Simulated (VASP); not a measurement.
# Be (P2_1/m) in VASP: notebook

Be is run at these levels: PBE+D3(BJ); tasks: single point.

Everything below comes from runs of VASP 6.6.1. Logs are shortened: lines on timing, memory, paths and dates and some standing lists are left out, and cuts for length are marked.

### 1 The cell of the first run

Symmetry: P2_1/m, No. 11, monoclinic system. Conventional cell: a = 2.214 Å, b = 3.500 Å, c = 2.214 Å, α = 90.00°, β = 120.00°, γ = 90.00°. Within 2.8 Å of Be (site symmetry m) lie 12 Be at 2.11 to 2.30 Å.

### 2 Single point, PBE+D3(BJ) (atoms displaced along several vibrational modes)

INCAR

```
SYSTEM = Be
PREC = Accurate ; ENCUT = 520
EDIFF = 1E-7 ; ISMEAR = 0
SIGMA = 0.15 ; LREAL = .False.
LASPH = .True. ; NELM = 100
ALGO = Fast ; ISIF = 2
LWAVE = .False. ; LCHARG = .False.
GGA = PE ; IVDW = 12
NBANDS = 9
```

KPOINTS

```
regular mesh
0
Gamma
  24 24 12
  0 0 0
```

POSCAR

```
Be
1.0
    2.2141966284      0.0000000000      0.0000000000
   -1.1070983142      1.9175505292      0.0000000000
    0.0000000000      0.0000000000      3.5001053904
Be
2
Direct
    0.3035398264      0.6908120539      0.2500000000
    0.6964601736      0.3091879461      0.7500000000
```

Potentials or basis: VASP PAW PBE potentials, release 64 (Be).

The run is started by

```
$ cat potpaw_PBE.64/Be/POTCAR > POTCAR
$ mpirun -np 1 vasp_std > vasp.out
```

OUTCAR:

```text
SYSTEM = Be
   PREC = Accurate
   ENCUT = 520
   EDIFF = 1E-7
   ISMEAR = 0
   LREAL = .False.
   LASPH = .True.
   NELM = 100
   ISIF = 2
   GGA = PE
   IVDW = 12
 IVDW          = 12

 ion  position               nearest neighbor table
   1  0.304  0.691  0.250-   2 2.11   2 2.11   2 2.12   2 2.12   2 2.30   2 2.30
   2  0.696  0.309  0.750-   1 2.11   1 2.11   1 2.12   1 2.12   1 2.30   1 2.30

  LATTYP: Found a hexagonal cell.
 ALAT       =     2.2141966284
 C/A-ratio  =     1.5807563545

  Lattice vectors:

 A1 = (   2.2141966284,   0.0000000000,   0.0000000000)
 A2 = (  -1.1070983142,   1.9175505292,   0.0000000000)
 A3 = (   0.0000000000,   0.0000000000,   3.5001053904)

Analysis of symmetry for initial positions (statically):
=====================================================================
 Subroutine PRICEL returns:
 Original cell was already a primitive cell.

 Routine SETGRP: Setting up the symmetry group for a
 hexagonal supercell.

 Subroutine GETGRP returns: Found  4 space group operations
 (whereof  2 operations were pure point group operations)
 out of a pool of 24 trial point group operations.

The static configuration has the point symmetry S_2 .
 The point group associated with its full space group is C_2h.

Analysis of symmetry for dynamics (positions and initial velocities):
=====================================================================
 Subroutine PRICEL returns:
 Original cell was already a primitive cell.

 Routine SETGRP: Setting up the symmetry group for a
 hexagonal supercell.

 Subroutine GETGRP returns: Found  4 space group operations
 (whereof  2 operations were pure point group operations)
 out of a pool of 24 trial point group operations.

The dynamic configuration has the point symmetry S_2 .
 The point group associated with its full space group is C_2h.

 Subroutine INISYM returns: Found  4 space group operations
 (whereof  2 operations are pure point group operations),
 and found     1 'primitive' translations

----------------------------------------------------------------------------------------

                                     Primitive cell

  volume of cell :      14.8609

  direct lattice vectors                    reciprocal lattice vectors
     2.214196628  0.000000000  0.000000000     0.451631073  0.260749322  0.000000000
    -1.107098314  1.917550529  0.000000000     0.000000000  0.521498644  0.000000000
     0.000000000  0.000000000  3.500105390     0.000000000  0.000000000  0.285705683

  length of vectors
     2.214196628  2.214196628  3.500105390     0.521498644  0.521498644  0.285705683

  position of ions in fractional coordinates (direct lattice)
     0.303539826  0.690812054  0.250000000
     0.696460174  0.309187946  0.750000000

  ion indices of the primitive-cell ions
   primitive index   ion index
                 1           1
                 2           2

----------------------------------------------------------------------------------------

 KPOINTS: regular mesh

Automatic generation of k-mesh.
 Grid dimensions read from file:
 generate k-points for:   24   24   12

 Generating k-lattice:

  Cartesian coordinates                     Fractional coordinates (reciprocal lattice)
     0.018817961  0.010864555  0.000000000     0.041666667  0.000000000  0.000000000
     0.000000000  0.021729110  0.000000000     0.000000000  0.041666667  0.000000000
     0.000000000  0.000000000  0.023808807     0.000000000  0.000000000  0.083333333

  Length of vectors
     0.021729110  0.021729110  0.023808807

  Shift w.r.t. Gamma in fractional coordinates (k-lattice)
     0.000000000  0.000000000  0.000000000

 Subroutine IBZKPT returns following result:
 ===========================================

 Found   2030 irreducible k-points:

 Following reciprocal coordinates:
            Coordinates               Weight
  0.000000  0.000000  0.000000      1.000000
  0.041667  0.000000  0.000000      2.000000
  0.000000  0.041667  0.000000      2.000000
 -0.041667  0.041667  0.000000      2.000000
  0.083333  0.000000  0.000000      2.000000
  0.000000  0.083333  0.000000      2.000000
[... 16 lines left out ...]
  0.333333  0.000000  0.000000      2.000000
  0.000000  0.333333  0.000000      2.000000
 [... further k-points ...]
   k-points           NKPTS =   2030   k-points in BZ     NKDIM =   2030   number of bands    NBANDS=      9
   number of dos      NEDOS =    301   number of ions     NIONS =      2
   total plane-waves  NPLWV =   7168
   dimension x,y,z NGX =    16 NGY =   16 NGZ =   28
   dimension x,y,z NGXF=    32 NGYF=   32 NGZF=   56
   ions per type =               2
   NGX,Y,Z   is equivalent  to a cutoff of  12.01, 12.01, 13.30 a.u.
   NGXF,Y,Z  is equivalent  to a cutoff of  24.03, 24.03, 26.60 a.u.
 SYSTEM =  Be
   PREC   = accura    normal or accurate (medium, high low for compatibility)
   ISTART =      0    job   : 0-new  1-cont  2-samecut
   ICHARG =      2    charge: 1-file 2-atom 10-const
   ISPIN  =      1    spin polarized calculation?
   LNONCOLLINEAR =      F non collinear calculations
   LSORBIT =      F    spin-orbit coupling
   LASPH  =      T    aspherical Exc in radial PAW
   ENCUT  =  520.0 eV  38.22 Ry    6.18 a.u.   4.12  4.12  6.51*2*pi/ulx,y,z
   NELM   =    100;   NELMIN=  2; NELMDL= -5     # of ELM steps
   EDIFF  = 0.1E-06   stopping-criterion for ELM
   LREAL  =      F    real-space projection
   EDIFFG = 0.1E-05   stopping-criterion for IOM
   NSW    =      0    number of steps for IOM
   IBRION =     -1    ionic relax: 0-MD 1-quasi-New 2-CG
   NFREE  =      0    steps in history (QN), initial steepest desc. (CG)
   ISIF   =      2    stress and relaxation
   ISYM   =      2    0-nonsym 1-usesym 2-fastsym
   POTIM  = 0.5000    time-step for ionic-motion
   TEBEG  =    0.0;   TEEND  =   0.0 temperature during run
   PSTRESS=    0.0 pullay stress
   NELECT =       4.0000    total number of electrons
   NUPDOWN=      -1.0000    fix difference up-down
   EMIN   =  10.00;   EMAX   =-10.00  energy-range for DOS
   EFERMI =   0.00;   METHOD = LEGACY
   ISMEAR =     0;   SIGMA  =   0.15  broadening in eV -4-tet -1-fermi 0-gaus
   EFERMI_NEDOS =   21; number of points for ismear=-14 and -15
   IALGO  =     68    algorithm
   IMIX   =      4    mixing-type and parameters
     AMIX     =   0.40;   BMIX     =  1.00
     AMIX_MAG =   1.60;   BMIX_MAG =  1.00
  volume/ion in A,a.u.               =       7.43        50.14
  Fermi-wavevector in a.u.,A,eV,Ry     =   1.057012  1.997464 15.201455  1.117275
  Thomas-Fermi vector in A             =   2.192270
   LORBIT       =      0    0 simple, 1 ext, 2 COOP (PROOUT), +10 PAW based schemes
   GGA     = PE    functional components
   LHFCALC =     F    Hartree Fock is set to
   AEXX    =    0.0000 exact exchange contribution
   IVDW    =    12    specifies the selected vdW correction
   LEPSILON=     F    determine dielectric tensor
   LRPA    =     F    only Hartree local field effects (RPA)
 non-spin polarized calculation
 RMM-DIIS sequential band-by-band and
 Gauss-broadening in eV      SIGMA  =   0.15
  energy-cutoff  :      520.00
  volume of cell :       14.86
 maximum number of plane-waves:       418
   NGX =  9   NGY =  9   NGZ = 13

 number of electron       4.0000000 magnetization

 Free energy of the ion-electron system (eV)
  ---------------------------------------------------
  ext. energy  EPLUGINS =         0.00000000
  ---------------------------------------------------
  free energy    TOTEN  =        -7.43826217 eV

  energy without entropy =       -7.43671513  energy(sigma->0) =       -7.43748865

 E-fermi :   7.5953     XC(G=0): -10.8111

 val. band max:        7.5936638569   @ k =  -0.4583   0.2917   0.0833
 cond. band min:       7.5977311151   @ k =  -0.2917  -0.3750   0.3333
 fundamental gap:      0.0040672582
 Fermi energy:         7.5952528572

 k-point     1 :       0.0000    0.0000    0.0000
  band No.  band energies     occupation
      1      -4.1485      2.00000
      2       2.8217      2.00000
      3       8.8113      0.00000
      4      23.7979      0.00000
      5      25.3571      0.00000
      6      26.2398      0.00000
      7      28.5286      0.00000
      8      29.5250      0.00000
      9      35.4846      0.00000

 k-point     2 :       0.0417    0.0000    0.0000
  band No.  band energies     occupation
      1      -4.0975      2.00000
      2       2.8904      2.00000
      3       8.8222      0.00000
      4      23.4635      0.00000
      5      24.8030      0.00000
      6      26.4296      0.00000
      7      28.6027      0.00000
      8      29.4155      0.00000
      9      34.0609      0.00000

 k-point     3 :       0.0000    0.0417    0.0000
  band No.  band energies     occupation
      1      -4.0975      2.00000
      2       2.8904      2.00000
      3       8.8225      0.00000
      4      23.4616      0.00000
      5      24.8246      0.00000
      6      26.3833      0.00000
      7      28.6232      0.00000
      8      29.4182      0.00000
      9      34.1157      0.00000

 k-point     4 :      -0.0417    0.0417    0.0000
  band No.  band energies     occupation
      1      -4.0973      2.00000
      2       2.8894      2.00000
      3       8.8281      0.00000
      4      23.5410      0.00000
      5      24.5131      0.00000
      6      26.6207      0.00000
      7      28.5951      0.00000
      8      29.4691      0.00000
      9      35.0793      0.00000

 k-point     5 :       0.0833    0.0000    0.0000
  band No.  band energies     occupation
      1      -3.9442      2.00000
      2       3.0966      2.00000
      3       8.8527      0.00000
      4      22.5448      0.00000
      5      23.7523      0.00000
      6      26.5112      0.00000
      7      28.6918      0.00000
      8      29.0548      0.00000
      9      32.7800      0.00000

 k-point     6 :       0.0000    0.0833    0.0000
  band No.  band energies     occupation
      1      -3.9441      2.00000
      2       3.0964      2.00000
      3       8.8539      0.00000
      4      22.5404      0.00000
      5      23.7735      0.00000
      6      26.4318      0.00000
      7      28.7295      0.00000
      8      29.0659      0.00000
      9      32.8645      0.00000
[... 169 lines left out ...]
 k-point    21 :       0.0000    0.2917    0.0000
  band No.  band energies     occupation
      1      -1.6382      2.00000
      2       6.1679      2.00000
      3       8.4828      0.00000
      4      15.3205      0.00000
      5      19.3140      0.00000
      6      22.0037      0.00000
      7      23.1662      0.00000
      8      24.9488      0.00000
      9      30.0430      0.00000

 k-point    22 :      -0.2917    0.2917    0.0000
  band No.  band energies     occupation
      1      -1.6450      2.00000
      2       6.0872      2.00000
      3       9.0935      0.00000
      4      14.1520      0.00000
      5      18.9644      0.00000
      6      22.9614      0.00000
      7      23.4623      0.00000
      8      26.6437      0.00000
      9      28.7653      0.00000

 k-point    23 :       0.3333    0.0000    0.0000
  band No.  band energies     occupation
      1      -0.8711      2.00000
      2       7.1877      1.99988
      3       7.7994      0.05422
      4      14.7703      0.00000
      5      18.7264      0.00000
      6      19.9898      0.00000
      7      21.6676      0.00000
      8      24.7111      0.00000
      9      29.7323      0.00000

 k-point    24 :       0.0000    0.3333    0.0000
  band No.  band energies     occupation
      1      -0.8723      2.00000
      2       7.1808      1.99991
      3       7.8335      0.02471
      4      14.6961      0.00000
      5      18.7524      0.00000
      6      20.0339      0.00000
      7      21.6772      0.00000
      8      24.6013      0.00000
      9      29.9403      0.00000

 [... further k-points ...]

------------------------ aborting loop because EDIFF is reached ----------------------------------------

 Edisp (eV)   -0.75734

 E8    (eV) :    -0.2626

  FORCE on cell =-STRESS in cart. coord.  units (eV):
  Direction    XX          YY          ZZ          XY          YZ          ZX
  --------------------------------------------------------------------------------------
  -------------------------------------------------------------------------------------
  Total      -0.27339     0.31530     0.22693     0.56424     0.00000     0.00000
  in kB     -29.47518    33.99276    24.46533    60.83205     0.00000     0.00000
  external pressure =        9.66 kB  Pullay stress =        0.00 kB

 VOLUME and BASIS-vectors are now :
 -----------------------------------------------------------------------------
  energy-cutoff  :      520.00
  volume of cell :       14.86
      direct lattice vectors                 reciprocal lattice vectors
     2.214196628  0.000000000  0.000000000     0.451631073  0.260749322  0.000000000
    -1.107098314  1.917550529  0.000000000     0.000000000  0.521498644  0.000000000
     0.000000000  0.000000000  3.500105390     0.000000000  0.000000000  0.285705683

 POSITION                                       TOTAL-FORCE (eV/Angst)
 -----------------------------------------------------------------------------------
     -0.09270      1.32467      0.87503         0.549834     -0.236118     -0.000000
      1.19980      0.59288      2.62508        -0.549834      0.236118      0.000000
 -----------------------------------------------------------------------------------
    total drift:                               -0.000000      0.000000     -0.000000

  FREE ENERGIE OF THE ION-ELECTRON SYSTEM (eV)
  ---------------------------------------------------
  free  energy   TOTEN  =        -8.1955982186 eV

  energy  without entropy=       -8.1940511704  energy(sigma->0) =       -8.19482469
```

It took 61 s on 1 thread of Intel Xeon 6975P-C (Granite Rapids), shared host; peak memory 0.34 GiB.

What came out:

```yaml
Free_energy: -8.1956 eV
Pressure: 1.0 GPa
Largest_force: 0.598 eV/Å
Band_gap_on_the_k_mesh: zero (bands 2 and 3 overlap by 2.24 eV)
Dispersion_energy_per_atom: -0.379 eV
```

Forces on the atoms (eV/Å):
```
Be   0.550 -0.236  0.000
Be  -0.550  0.236  0.000
```

Stress tensor (GPa, compression positive):
```
-2.95  6.08  0.00
 6.08  3.40  0.00
 0.00  0.00  2.45
```

Caveat: the cell differs from its parent crystal (atoms displaced along several vibrational modes); the stress differs along the axes, from -3 to 3 GPa.

### 3 Single point, PBE+D3(BJ) (atoms displaced along several vibrational modes)

INCAR

```
SYSTEM = Be
PREC     = Accurate       ! precision mode
ENCUT    = 520            ! plane-wave cutoff, eV
EDIFF    = 1E-6           ! SCF threshold, eV
ISMEAR   = 0              ! smearing method
SIGMA    = 0.15           ! smearing width, eV
LREAL    = .False.        ! projectors in reciprocal space
LASPH    = .True.         ! aspherical terms in the spheres
NELM     = 100            ! most SCF steps
ALGO     = Fast           ! electronic algorithm
ISIF     = 2              ! what is computed and relaxed
LWAVE    = .False.        ! write WAVECAR
LCHARG   = .True.         ! write CHGCAR
GGA      = PE             ! functional
IVDW     = 12             ! dispersion correction
LELF     = .True.         ! ELF
LVHAR    = .True.       
NBANDS   = 9              ! bands
```

KPOINTS is that of step 2.

POSCAR

```
Be
1.0
    2.2141966284      0.0000000000      0.0000000000
   -1.1070983142      1.9175505292      0.0000000000
    0.0000000000      0.0000000000      3.5001053904
Be
2
Direct
    0.2463851520      0.6183237424      0.2500000000
    0.7536148480      0.3816762576      0.7500000000
```

Potentials or basis: VASP PAW PBE potentials, release 64 (Be).

The run is started by

```
$ cat potpaw_PBE.64/Be/POTCAR > POTCAR
$ mpirun -np 1 vasp_std > vasp.out
```

Run time: 58 s. Hardware: 1 thread of Intel Xeon 6975P-C (Granite Rapids), shared host; peak memory 0.34 GiB.

Results (log left out):

| Item | Value |
| --- | --- |
| Free energy | -8.0053 eV |
| Pressure | 3.0 GPa |
| Largest force | 1.621 eV/Å |
| Band gap on the k mesh | zero (bands 2 and 3 overlap by 1.96 eV) |
| Dispersion energy per atom | -0.379 eV |

Forces on the atoms (eV/Å):
```
Be   1.398  0.821  0.000
Be  -1.398 -0.821  0.000
```

Stress tensor (GPa, compression positive):
```
 3.34  6.17  0.00
 6.17 -5.68  0.00
 0.00  0.00 11.33
```

Levels at points of the mesh, in eV from the Fermi level:
```tsv
k point	band 1	band 2	band 3	band 4	band 5	band 6	band 7
(0.00, 0.00, 0.00)	-11.85	-4.93	1.12	16.28	17.94	18.11	20.56
(0.50, 0.00, 0.00)	-4.56	-4.52	4.47	5.22	8.84	9.39	9.81
(0.00, 0.50, 0.00)	-5.71	-2.54	2.81	5.63	7.66	10.27	10.94
(0.50, 0.50, 0.00)	-5.65	-2.70	2.91	5.89	7.46	10.38	10.84
(0.00, 0.00, 0.50)	-9.65	-9.65	10.82	10.82	18.24	18.24	18.55
(0.50, 0.00, 0.50)	-4.20	-4.20	2.17	2.17	12.50	12.50	14.69
(0.00, 0.50, 0.50)	-3.69	-3.69	1.03	1.03	12.27	12.27	17.31
(0.50, 0.50, 0.50)	-3.76	-3.76	1.16	1.16	12.24	12.24	17.12
```

Caveat: the cell differs from its parent crystal (atoms displaced along several vibrational modes); the stress differs along the axes, from -6 to 11 GPa; forces of over 1 eV/Å act on the atoms, so gaps and moduli don't describe the material at rest.
